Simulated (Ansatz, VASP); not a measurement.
## BaTiO3: VASP beside Ansatz

```xyz
5
Lattice="3.9242 0.0000 0.0000 0.0000 3.9242 0.0000 0.0000 0.0000 3.9242" Properties=species:S:1:pos:R:3 pbc="T T T"
Ba    1.9621    1.9621    1.9621
Ti    0.0000    0.0000    0.0000
O     1.9621    0.0000    0.0000
O     0.0000    1.9621    0.0000
O     0.0000    0.0000    1.9621
```

Change from the starting cell: volume scaled by 0.94, ions relaxed.

Alike in both runs: task relaxation of the atoms; functional PBE; k mesh 8 × 8 × 8; occupations fermi-dirac, width 0.02 eV; no spin polarisation.

|  | VASP | Ansatz |
| --- | --- | --- |
| version | VASP 6.6.1 | Ansatz 0.2.0 |
| potentials or method | VASP PAW PBE potentials, release 64 (Ba_sv, Ti_sv, O) | plane-wave PAW, scalar-relativistic |
| plane-wave cutoff (eV) | 520 | 420 |
| valence electrons in the cell | 40 | 40 |

```tsv
	VASP	Ansatz	Ansatz less VASP
gap on the k mesh at the Fermi level, each at its own relaxed structure (eV)	1.86	1.94	+0.077
```

Ansatz's warnings: stress scf threshold loose.

Neither program's run includes spin-orbit coupling. Noted on VASP's run: the relaxation stopped at its first step, so nothing moved.
